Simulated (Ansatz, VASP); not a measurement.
# ZrSi3 in VASP and in Ansatz

Contents of INCAR:

```
  PREC = Accurate
  ENCUT = 520
  EDIFF = 1E-6
  ISMEAR = 0
  SIGMA = 0.05
  LREAL = F
  LASPH = T
  NELM = 60
  ALGO = Normal
  ISIF = 2
  LWAVE = F
  LCHARG = F
  GGA = PE
  NBANDS = 20
```

The input KPOINTS:

```
regular mesh
0
Gamma
  8 8 8
```

File POSCAR:

```
ZrSi3
1.0
    4.1187392079      0.0000000000      0.0000000000
    0.0000000000      4.1187392079      0.0000000000
    0.0000000000      0.0000000000      4.1187392079
Zr Si
1 3
Direct
    0.0000000000      0.0000000000      0.0000000000
    0.0000000000      0.5000000000      0.5000000000
    0.5000000000      0.5000000000      0.0000000000
    0.5000000000      0.0000000000      0.5000000000
```

Input for Ansatz:

```yaml
crystal:
  lattice:
    - [4.1187392079, 0.0, 0.0]
    - [0.0, 4.1187392079, 0.0]
    - [0.0, 0.0, 4.1187392079]
  atoms:
    - { symbol: Zr, position: [0.0, 0.0, 0.0] }
    - { symbol: Si, position: [0.0, 0.5, 0.5] }
    - { symbol: Si, position: [0.5, 0.5, 0.0] }
    - { symbol: Si, position: [0.5, 0.0, 0.5] }
basis:
  ecutwfc: 420
  ecutrho_ratio: 4
kpoints:
  mp_grid: { grid: [8, 8, 8] }
hamiltonian:
  xc: pbe
scf:
  occupations: { method: gaussian, width: 0.05 }
output:
  forces: true
  stress: true
  eigenvalues: true
```

Alike in both runs: task single point; functional PBE; k mesh 8 × 8 × 8; occupations gaussian, width 0.05 eV; no spin polarisation.

|  | VASP | Ansatz |
| --- | --- | --- |
| version | VASP 6.6.1 | Ansatz 0.2.0 |
| potentials or method | VASP PAW PBE potentials, release 64 (Zr_sv, Si), cutoff 520 eV | scalar-relativistic, plane waves, PAW |
| valence electrons in the cell | 24 | 24 |

|  | VASP | Ansatz | Ansatz less VASP |
| --- | --- | --- | --- |
| gap on the k mesh at the Fermi level (eV) | none | none | - |
| pressure (GPa) | -8.9 | -8.9 | -0.01 |

A gap of «none» marks a metal or a gap that the smearing closes.
